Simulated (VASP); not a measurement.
# Al (R-3m) in VASP: further runs

The runs below take Al through single point, relaxation of cell and atoms, with PBEsol.

Everything below comes from runs of VASP 6.6.1. Logs are shortened: lines on timing, memory, paths and dates and some standing lists are left out, and cuts for length are marked.

### Step 1. The cell of the first run

It takes space group R-3m (No. 166, trigonal). The conventional cell has a = 2.873 Å, b = 2.873 Å, c = 20.663 Å, α = 90.00°, β = 90.00°, γ = 120.00°. Within 3.7 Å of Al (site symmetry -3m) lie 12 Al at 2.83 to 2.87 Å. Al (site symmetry 3m) has 12 Al at 2.83 to 2.87 Å within 3.7 Å.

### Step 2. Single point, PBEsol

Contents of INCAR:

```
SYSTEM = Al
PREC = Accurate
ENCUT = 500
EDIFF = 1E-6
ISMEAR = 0
SIGMA = 0.1
LREAL = .False.
LASPH = .True.
NELM = 120
ALGO = Normal
ISIF = 2
LWAVE = .False.
LCHARG = .False.
GGA = PS
NBANDS = 12
GGA_COMPAT = .False.
```

Contents of KPOINTS:

```
Automatic mesh
0
Gamma
  6 6 6
  0 0 0
```

Contents of POSCAR:

```
Al
1.0
    1.4362865484      0.8292404254      6.8875680389
   -1.4362865484      0.8292404254      6.8875680389
    0.0000000000     -1.6584808507      6.8875680389
Al
3
Direct
    0.0000000000      0.0000000000      0.0000000000
    0.2226352293      0.2226352293      0.2226352293
    0.7773647707      0.7773647707      0.7773647707
```

Potentials or basis: VASP PAW PBE potentials, release 64 (Al).

Command:

```sh
> cat potpaw_PBE.64/Al/POTCAR > POTCAR
> mpirun -np 1 vasp_std > vasp.out
```

OUTCAR:

```text
SYSTEM = Al
   PREC = Accurate
   ENCUT = 500
   EDIFF = 1E-6
   ISMEAR = 0
   LREAL = .False.
   LASPH = .True.
   NELM = 120
   ISIF = 2
   GGA = PS

 ion  position               nearest neighbor table
   1  0.000  0.000  0.000-   3 2.83   3 2.83   2 2.83   2 2.83   3 2.83   2 2.83
   2  0.223  0.223  0.223-   1 2.83   1 2.83   1 2.83   3 2.85   3 2.85   3 2.85
   3  0.777  0.777  0.777-   1 2.83   1 2.83   1 2.83   2 2.85   2 2.85   2 2.85

  LATTYP: Found a trigonal (rhomboedric) cell.
 ALAT       =     7.0844302680
 COS(alpha) =     0.9177942261

  Lattice vectors:

 A1 = (   1.4362865484,   0.8292404254,   6.8875680389)
 A2 = (  -1.4362865484,   0.8292404254,   6.8875680389)
 A3 = (   0.0000000000,  -1.6584808507,   6.8875680389)

Analysis of symmetry for initial positions (statically):
=====================================================================
 Subroutine PRICEL returns:
 Original cell was already a primitive cell.

 Routine SETGRP: Setting up the symmetry group for a
 trigonal (rhombohedral) supercell.

 Subroutine GETGRP returns: Found 12 space group operations
 (whereof 12 operations were pure point group operations)
 out of a pool of 12 trial point group operations.

The static configuration has the point symmetry D_3d.

Analysis of symmetry for dynamics (positions and initial velocities):
=====================================================================
 Subroutine PRICEL returns:
 Original cell was already a primitive cell.

 Routine SETGRP: Setting up the symmetry group for a
 trigonal (rhombohedral) supercell.

 Subroutine GETGRP returns: Found 12 space group operations
 (whereof 12 operations were pure point group operations)
 out of a pool of 12 trial point group operations.

The dynamic configuration has the point symmetry D_3d.

 Subroutine INISYM returns: Found 12 space group operations
 (whereof 12 operations are pure point group operations),
 and found     1 'primitive' translations

----------------------------------------------------------------------------------------

                                     Primitive cell

  volume of cell :      49.2197

  direct lattice vectors                    reciprocal lattice vectors
     1.436286548  0.829240425  6.887568039     0.348119949  0.200987146  0.048396376
    -1.436286548  0.829240425  6.887568039    -0.348119949  0.200987146  0.048396376
[... 97 lines left out ...]
   PSTRESS=    0.0 pullay stress
   NELECT =       9.0000    total number of electrons
   NUPDOWN=      -1.0000    fix difference up-down
   EMIN   =  10.00;   EMAX   =-10.00  energy-range for DOS
   EFERMI =   0.00;   METHOD = LEGACY
   ISMEAR =     0;   SIGMA  =   0.10  broadening in eV -4-tet -1-fermi 0-gaus
   EFERMI_NEDOS =   21; number of points for ismear=-14 and -15
   IALGO  =     38    algorithm
   IMIX   =      4    mixing-type and parameters
     AMIX     =   0.40;   BMIX     =  1.00
     AMIX_MAG =   1.60;   BMIX_MAG =  1.00
  volume/ion in A,a.u.               =      16.41       110.72
  Fermi-wavevector in a.u.,A,eV,Ry     =   0.929200  1.755934 11.747455  0.863414
  Thomas-Fermi vector in A             =   2.055458
   LORBIT       =      0    0 simple, 1 ext, 2 COOP (PROOUT), +10 PAW based schemes
   GGA     = PS    functional components
   LHFCALC =     F    Hartree Fock is set to
   AEXX    =    0.0000 exact exchange contribution
   IVDW    =     0    specifies the selected vdW correction
   LEPSILON=     F    determine dielectric tensor
   LRPA    =     F    only Hartree local field effects (RPA)
 non-spin polarized calculation
 Gauss-broadening in eV      SIGMA  =   0.10
  energy-cutoff  :      500.00
  volume of cell :       49.22
 maximum number of plane-waves:      1264
 NGX is ok and might be reduce to    54
   NGX = 25   NGY = 25   NGZ = 25

 number of electron       9.0000000 magnetization

 Free energy of the ion-electron system (eV)
  ---------------------------------------------------
  ext. energy  EPLUGINS =         0.00000000
  ---------------------------------------------------
  free energy    TOTEN  =       -12.30292087 eV

  energy without entropy =      -12.29805852  energy(sigma->0) =      -12.30048970

 E-fermi :   7.9592     XC(G=0): -10.2776

 val. band max:        7.8815422193   @ k =  -0.3333   0.3333   0.1667
 cond. band min:       7.9629460987   @ k =  -0.3333   0.1667   0.1667
 fundamental gap:      0.0814038794
 Fermi energy:         7.9592368402

 k-point     1 :       0.0000    0.0000    0.0000
  band No.  band energies     occupation
      1      -3.1624      2.00000
      2      -0.0945      2.00000
      3      -0.0575      2.00000
      4       8.8188      0.00000
      5       8.8498      0.00000
      6      18.6470      0.00000
      7      18.6470      0.00000
      8      18.7933      0.00000
      9      18.7933      0.00000
     10      19.5404      0.00000
     11      19.5404      0.00000
     12      19.9181      0.00000
[... 331 lines left out ...]
 k-point    24 :      -0.3333    0.5000    0.1667
  band No.  band energies     occupation
      1       1.9999      2.00000
      2       2.3352      2.00000
      3       5.3004      2.00000
      4       6.9815      2.00000
      5       7.5665      2.00000
      6       8.3502      0.00000
      7       9.2573      0.00000
      8       9.9820      0.00000
      9      11.3554      0.00000
     10      12.7135      0.00000
     11      14.6418      0.00000
     12      18.4132      0.00000

 [... further k-points ...]

------------------------ aborting loop because EDIFF is reached ----------------------------------------

  FORCE on cell =-STRESS in cart. coord.  units (eV):
  Direction    XX          YY          ZZ          XY          YZ          ZX
  --------------------------------------------------------------------------------------
  -------------------------------------------------------------------------------------
  Total       -0.0121887     -0.0121887      0.0516465      0.0000000      0.0000000      0.0000000
  in kB       -0.3967617     -0.3967617      1.6811737      0.0000000      0.0000000      0.0000000
  external PRESSURE =       0.2958834 kB  Pullay stress =       0.0000000 kB

 VOLUME and BASIS-vectors are now :
 -----------------------------------------------------------------------------
  energy-cutoff  :      500.00
  volume of cell :       49.22
      direct lattice vectors                 reciprocal lattice vectors
     1.436286548  0.829240425  6.887568039     0.348119949  0.200987146  0.048396376
    -1.436286548  0.829240425  6.887568039    -0.348119949  0.200987146  0.048396376
     0.000000000 -1.658480851  6.887568039     0.000000000 -0.401974293  0.048396376

 POSITION                                       TOTAL-FORCE (eV/Angst)
 -----------------------------------------------------------------------------------
      0.00000      0.00000      0.00000         0.000000      0.000000      0.000000
      0.00000      0.00000      4.60025         0.000000      0.000000      0.000569
      0.00000      0.00000     16.06246         0.000000     -0.000000     -0.000569
 -----------------------------------------------------------------------------------
    total drift:                                0.000000     -0.000000     -0.000000

  FREE ENERGIE OF THE ION-ELECTRON SYSTEM (eV)
  ---------------------------------------------------
  free  energy   TOTEN  =       -12.3029208706 eV

  energy  without entropy=      -12.2980585231  energy(sigma->0) =      -12.30048970
```

stdout:

```text
POSCAR found type information on POSCAR Al
 POSCAR found :  1 types and       3 ions
 scaLAPACK will be used
 -----------------------------------------------------------------------------
|                                                                             |
|                                                                             |
|     You enforced a specific xc type in the INCAR file but a different       |
|     I HOPE YOU KNOW WHAT YOU ARE DOING!                                     |
|                                                                             |
 -----------------------------------------------------------------------------

 LDA part: xc-table for (Slater+PW92), standard interpolation
 POSCAR, INCAR and KPOINTS ok, starting setup
 FFT: planning ... GRIDC
 FFT: planning ... GRID_SOFT
 FFT: planning ... GRID
 WAVECAR not read
 entering main loop
```

Wall time 2.5 min (1 thread of Intel Xeon 8259CL, shared host); peak memory 0.33 GiB.

Results:

```yaml
Free_energy: -12.3029 eV
Pressure: 0.0 GPa
Band_gap_on_the_k_mesh: zero (an odd number of electrons rules out a gap without spin polarisation)
```

Caveat: the k points lie up to 0.42 Å⁻¹ apart, too coarse for converged energies and pressures of a metal; the PAW data sets were made with another functional, which shifts forces and pressure a little.

### Step 3. Single point, PBEsol

This run uses another cell than the first one, of 16.23 Å³/atom.

Contents of INCAR:

```
  ALGO = Normal
  EDIFF = 1E-6
  ENCUT = 500
  GGA = PS
  GGA_COMPAT = False
  ISIF = 2
  ISMEAR = 0
  LASPH = True
  LCHARG = False
  LREAL = False
  LWAVE = False
  NBANDS = 12
  NELM = 120
  PREC = Accurate
  SIGMA = 0.1
```

Contents of KPOINTS:

```
k-points
0
Gamma
  9 9 9
```

Contents of POSCAR:

```
Al
1.0
    1.4269354841      0.8238415859      6.9046735921
   -1.4269354841      0.8238415859      6.9046735921
    0.0000000000     -1.6476831717      6.9046735921
Al
3
Direct
    0.0000000000      0.0000000000      0.0000000000
    0.2224140069      0.2224140069      0.2224140069
    0.7775859931      0.7775859931      0.7775859931
```

Potentials or basis: VASP PAW PBE potentials, release 64 (Al).

Command:

```sh
> cat potpaw_PBE.64/Al/POTCAR > POTCAR
> mpirun -np 1 vasp_std > vasp.out
```

Wall time 6 min (1 thread of Intel Xeon 8259CL, shared host); peak memory 0.36 GiB.

Results (log left out):

- Free energy: -12.1958 eV
- Pressure: 0.3 GPa
- Band gap on the k mesh: zero (an odd number of electrons rules out a gap without spin polarisation)

Stress tensor (GPa, compression positive):
```
0.30 0.00 0.00
0.00 0.30 0.00
0.00 0.00 0.22
```

Levels at points of the mesh, in eV from the Fermi level:
```tsv
k point	band 1	band 2	band 3	band 4	band 5	band 6	band 7	band 8
(0.00, 0.00, 0.00)	-11.26	-8.20	-8.18	0.67	0.69	10.85	10.85	10.97
```

Caveat: the PAW data sets were made with another functional, which shifts forces and pressure a little.

(Continued in part 2 of 2.)
